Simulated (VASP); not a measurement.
# TaN (I4/mmm) in VASP: further runs, part 2 of 2

VASP 6.6.1.

## 3. Single point, PBEsol (strain +0.000 along x and y, -0.025 along z)

File INCAR:

```
SYSTEM = TaN
  PREC = Accurate
  ENCUT = 600
  EDIFF = 1E-6
  ISMEAR = 0
  SIGMA = 0.15
  LREAL = .FALSE.
  LASPH = .TRUE.
  NELM = 120
  ALGO = Normal
  ISIF = 2
  LWAVE = .FALSE.
  LCHARG = .TRUE.
  GGA = PS
  LELF = .TRUE.
  LVHAR = .TRUE.
  NBANDS = 16
  GGA_COMPAT = .FALSE.
```

File KPOINTS:

```
regular mesh
0
G
  18 18 18
  0 0 0
```

File POSCAR:

```
TaN
1.0
    0.0000000000      2.1790000000      2.1245250000
    2.1790000000      0.0000000000      2.1245250000
    2.1790000000      2.1790000000      0.0000000000
Ta N
1 1
Direct
    0.5000000000      0.5000000000      0.5000000000
    0.0000000000      0.0000000000      0.0000000000
```

Potentials or basis: VASP PAW PBE potentials, release 64 (Ta_sv_GW, N).

Started as:

```
> cat potpaw_PBE.64/Ta_sv_GW/POTCAR potpaw_PBE.64/N/POTCAR > POTCAR
> mpirun -np 1 vasp_std > vasp.out
```

OUTCAR:

```text
SYSTEM = TaN
   PREC = Accurate
   ENCUT = 600
   EDIFF = 1E-6
   ISMEAR = 0
   LREAL = .FALSE.
   LASPH = .TRUE.
   NELM = 120
   ISIF = 2
   GGA = PS

 ion  position               nearest neighbor table
   1  0.500  0.500  0.500-   2 2.12   2 2.12   2 2.18   2 2.18   2 2.18   2 2.18
   2  0.000  0.000  0.000-   1 2.12   1 2.12   1 2.18   1 2.18   1 2.18   1 2.18

  LATTYP: Found a body centered tetragonal cell.
 ALAT       =     3.0815713524
 C/A-ratio  =     1.3788582233

  Lattice vectors:

 A1 = (   0.0000000000,  -2.1790000000,  -2.1245250000)
 A2 = (   0.0000000000,   2.1790000000,  -2.1245250000)
 A3 = (   2.1790000000,   0.0000000000,   2.1245250000)

Analysis of symmetry for initial positions (statically):
=====================================================================
 Subroutine PRICEL returns:
 Original cell was already a primitive cell.

 Routine SETGRP: Setting up the symmetry group for a
 body centered tetragonal supercell.

 Subroutine GETGRP returns: Found 16 space group operations
 (whereof 16 operations were pure point group operations)
 out of a pool of 16 trial point group operations.

The static configuration has the point symmetry D_4h.

Analysis of symmetry for dynamics (positions and initial velocities):
=====================================================================
 Subroutine PRICEL returns:
 Original cell was already a primitive cell.

 Routine SETGRP: Setting up the symmetry group for a
 body centered tetragonal supercell.

 Subroutine GETGRP returns: Found 16 space group operations
 (whereof 16 operations were pure point group operations)
 out of a pool of 16 trial point group operations.

The dynamic configuration has the point symmetry D_4h.

 Subroutine INISYM returns: Found 16 space group operations
 (whereof 16 operations are pure point group operations),
 and found     1 'primitive' translations

----------------------------------------------------------------------------------------

                                     Primitive cell

  volume of cell :      20.1747

  direct lattice vectors                    reciprocal lattice vectors
     0.000000000  2.179000000  2.124525000    -0.229463056  0.229463056  0.235346725
     2.179000000  0.000000000  2.124525000     0.229463056 -0.229463056  0.235346725
     2.179000000  2.179000000  0.000000000     0.229463056  0.229463056 -0.235346725

  length of vectors
     3.043295496  3.043295496  3.081571352     0.400867396  0.400867396  0.400867396

  position of ions in fractional coordinates (direct lattice)
     0.500000000  0.500000000  0.500000000
     0.000000000  0.000000000  0.000000000

  ion indices of the primitive-cell ions
   primitive index   ion index
                 1           1
                 2           2

----------------------------------------------------------------------------------------

 KPOINTS: regular mesh

Automatic generation of k-mesh.
 Grid dimensions read from file:
 generate k-points for:   18   18   18

 Generating k-lattice:

  Cartesian coordinates                     Fractional coordinates (reciprocal lattice)
    -0.012747948  0.012747948  0.013074818     0.055555556 -0.000000000  0.000000000
     0.012747948 -0.012747948  0.013074818    -0.000000000  0.055555556  0.000000000
     0.012747948  0.012747948 -0.013074818     0.000000000  0.000000000  0.055555556

  Length of vectors
     0.022270411  0.022270411  0.022270411

  Shift w.r.t. Gamma in fractional coordinates (k-lattice)
     0.000000000  0.000000000  0.000000000

 Subroutine IBZKPT returns following result:
 ===========================================

 Found    480 irreducible k-points:

 Following reciprocal coordinates:
            Coordinates               Weight
  0.000000  0.000000  0.000000      1.000000
  0.055556 -0.000000  0.000000      8.000000
  0.111111 -0.000000  0.000000      8.000000
  0.166667 -0.000000  0.000000      8.000000
  0.222222 -0.000000  0.000000      8.000000
  0.277778 -0.000000  0.000000      8.000000
[... 16 lines left out ...]
 -0.277778  0.055556  0.000000      8.000000
 -0.222222  0.055556  0.000000      8.000000
 [... further k-points ...]
   k-points           NKPTS =    480   k-points in BZ     NKDIM =    480   number of bands    NBANDS=     16
   number of dos      NEDOS =    301   number of ions     NIONS =      2
   total plane-waves  NPLWV =  16128
   dimension x,y,z NGX =    24 NGY =   24 NGZ =   28
   dimension x,y,z NGXF=    48 NGYF=   48 NGZF=   56
   ions per type =               1   1
   NGX,Y,Z   is equivalent  to a cutoff of  13.11, 13.11, 15.11 a.u.
   NGXF,Y,Z  is equivalent  to a cutoff of  26.22, 26.22, 30.21 a.u.
 SYSTEM =  TaN
   PREC   = accura    normal or accurate (medium, high low for compatibility)
   ISTART =      0    job   : 0-new  1-cont  2-samecut
   ICHARG =      2    charge: 1-file 2-atom 10-const
   ISPIN  =      1    spin polarized calculation?
   LNONCOLLINEAR =      F non collinear calculations
   LSORBIT =      F    spin-orbit coupling
   LASPH  =      T    aspherical Exc in radial PAW
   ENCUT  =  600.0 eV  44.10 Ry    6.64 a.u.   6.08  6.08  6.15*2*pi/ulx,y,z
   NELM   =    120;   NELMIN=  2; NELMDL= -5     # of ELM steps
   EDIFF  = 0.1E-05   stopping-criterion for ELM
   LREAL  =      F    real-space projection
   EDIFFG = 0.1E-04   stopping-criterion for IOM
   NSW    =      0    number of steps for IOM
   IBRION =     -1    ionic relax: 0-MD 1-quasi-New 2-CG
   NFREE  =      0    steps in history (QN), initial steepest desc. (CG)
   ISIF   =      2    stress and relaxation
   ISYM   =      2    0-nonsym 1-usesym 2-fastsym
   POTIM  = 0.5000    time-step for ionic-motion
   TEBEG  =    0.0;   TEEND  =   0.0 temperature during run
   PSTRESS=    0.0 pullay stress
   NELECT =      18.0000    total number of electrons
   NUPDOWN=      -1.0000    fix difference up-down
   EMIN   =  10.00;   EMAX   =-10.00  energy-range for DOS
   EFERMI =   0.00;   METHOD = LEGACY
   ISMEAR =     0;   SIGMA  =   0.15  broadening in eV -4-tet -1-fermi 0-gaus
   EFERMI_NEDOS =   21; number of points for ismear=-14 and -15
   IALGO  =     38    algorithm
   IMIX   =      4    mixing-type and parameters
     AMIX     =   0.40;   BMIX     =  1.00
     AMIX_MAG =   1.60;   BMIX_MAG =  1.00
  volume/ion in A,a.u.               =      10.09        68.07
  Fermi-wavevector in a.u.,A,eV,Ry     =   1.576027  2.978259 33.794968  2.483860
  Thomas-Fermi vector in A             =   2.676922
   LORBIT       =      0    0 simple, 1 ext, 2 COOP (PROOUT), +10 PAW based schemes
   GGA     = PS    functional components
   LHFCALC =     F    Hartree Fock is set to
   AEXX    =    0.0000 exact exchange contribution
   IVDW    =     0    specifies the selected vdW correction
   LEPSILON=     F    determine dielectric tensor
   LRPA    =     F    only Hartree local field effects (RPA)
 non-spin polarized calculation
 Gauss-broadening in eV      SIGMA  =   0.15
  energy-cutoff  :      600.00
  volume of cell :       20.17
 maximum number of plane-waves:       685
   NGX = 13   NGY = 13   NGZ = 13

 number of electron      18.0000000 magnetization

 Free energy of the ion-electron system (eV)
  ---------------------------------------------------
  ext. energy  EPLUGINS =         0.00000000
  ---------------------------------------------------
  free energy    TOTEN  =       -25.70646260 eV

  energy without entropy =      -25.69780581  energy(sigma->0) =      -25.70213420

 E-fermi :  14.4784     XC(G=0): -14.2680

 val. band max:       14.4772544874   @ k =   0.2222  -0.0000   0.1111
 cond. band min:      14.4888983517   @ k =  -0.3333   0.2778   0.0000
 fundamental gap:      0.0116438643
 Fermi energy:        14.4784371911

 k-point     1 :       0.0000    0.0000    0.0000
  band No.  band energies     occupation
      1     -54.9394      2.00000
      2     -21.1081      2.00000
      3     -21.1081      2.00000
      4     -21.1034      2.00000
      5      -4.7545      2.00000
      6      10.4793      2.00000
[... 8 lines left out ...]
     15      23.6177      0.00000
     16      39.1182      0.00000
[... 419 lines left out ...]
 k-point    24 :      -0.2222    0.0556    0.0000
  band No.  band energies     occupation
      1     -54.9040      2.00000
      2     -21.6186      2.00000
      3     -21.1812      2.00000
      4     -21.1513      2.00000
      5      -3.3658      2.00000
      6       6.5933      2.00000
[... 8 lines left out ...]
     15      27.0383      0.00000
     16      30.9729      0.00000

 [... further k-points ...]
[... 5 lines left out ...]
  --------------------------------------------------------------------------------------
  -------------------------------------------------------------------------------------
  Total        1.0826480      1.0826480      3.6223336      0.0000000     -0.0000000      0.0000000
  in kB       85.9788354     85.9788354    287.6687784      0.0000000     -0.0000000      0.0000000
  external PRESSURE =     153.2088164 kB  Pullay stress =       0.0000000 kB

 VOLUME and BASIS-vectors are now :
 -----------------------------------------------------------------------------
  energy-cutoff  :      600.00
  volume of cell :       20.17
      direct lattice vectors                 reciprocal lattice vectors
     0.000000000  2.179000000  2.124525000    -0.229463056  0.229463056  0.235346725
     2.179000000  0.000000000  2.124525000     0.229463056 -0.229463056  0.235346725
     2.179000000  2.179000000  0.000000000     0.229463056  0.229463056 -0.235346725

 POSITION                                       TOTAL-FORCE (eV/Angst)
 -----------------------------------------------------------------------------------
      2.17900      2.17900      2.12453         0.000000     -0.000000      0.000000
      0.00000      0.00000      0.00000        -0.000000      0.000000      0.000000
 -----------------------------------------------------------------------------------
    total drift:                                0.000000     -0.000000      0.000000

  FREE ENERGIE OF THE ION-ELECTRON SYSTEM (eV)
  ---------------------------------------------------
  free  energy   TOTEN  =       -25.7064625971 eV

  energy  without entropy=      -25.6978058083  energy(sigma->0) =      -25.70213420
```

OSZICAR:

```text
N       E                     dE             d eps       ncg     rms          rms(c)
DAV:   1     0.113202765334E+03    0.11320E+03   -0.12287E+04 15424   0.129E+03
DAV:   2    -0.244412647949E+02   -0.13764E+03   -0.13260E+03 22120   0.338E+02
DAV:   3    -0.294965195379E+02   -0.50553E+01   -0.50478E+01 18136   0.585E+01
DAV:   4    -0.296210641102E+02   -0.12454E+00   -0.12454E+00 21944   0.617E+00
DAV:   5    -0.296244814602E+02   -0.34173E-02   -0.34173E-02 18408   0.734E-01    0.518E+01
DAV:   6    -0.258442924474E+02    0.37802E+01   -0.78848E+00 18256   0.254E+01    0.486E+01
DAV:   7    -0.257494205278E+02    0.94872E-01   -0.43369E-01 16352   0.565E+00    0.239E+01
DAV:   8    -0.257076539926E+02    0.41767E-01   -0.11383E-01 19600   0.271E+00    0.850E-01
DAV:   9    -0.257065511827E+02    0.11028E-02   -0.36887E-03 17584   0.591E-01    0.367E-01
DAV:  10    -0.257064747107E+02    0.76472E-04   -0.11534E-03 16616   0.348E-01    0.941E-02
DAV:  11    -0.257064756359E+02   -0.92517E-06   -0.94078E-05 18480   0.974E-02    0.565E-02
DAV:  12    -0.257064624054E+02    0.13230E-04   -0.24673E-05 18632   0.453E-02    0.204E-02
DAV:  13    -0.257064625971E+02   -0.19170E-06   -0.18233E-06 14408   0.111E-02
   1 F= -.25706463E+02 E0= -.25702134E+02  d E =-.865679E-02
```

It took 2.3 min on 1 thread of AMD EPYC 7R13 (Zen 3), shared host; peak memory 0.3 GiB.

What came out:

- Free energy: -25.7065 eV
- Pressure: 15.3 GPa
- Band gap on the k mesh: zero (bands 9 and 10 overlap by 4.33 eV)

Caveat: the cell differs from its parent crystal (strain +0.000 along x and y, -0.025 along z); the cell stands under pressure; the PAW data sets were made with another functional, which shifts forces and pressure a little; spin-orbit coupling is left out, which moves the levels of the heavy elements.
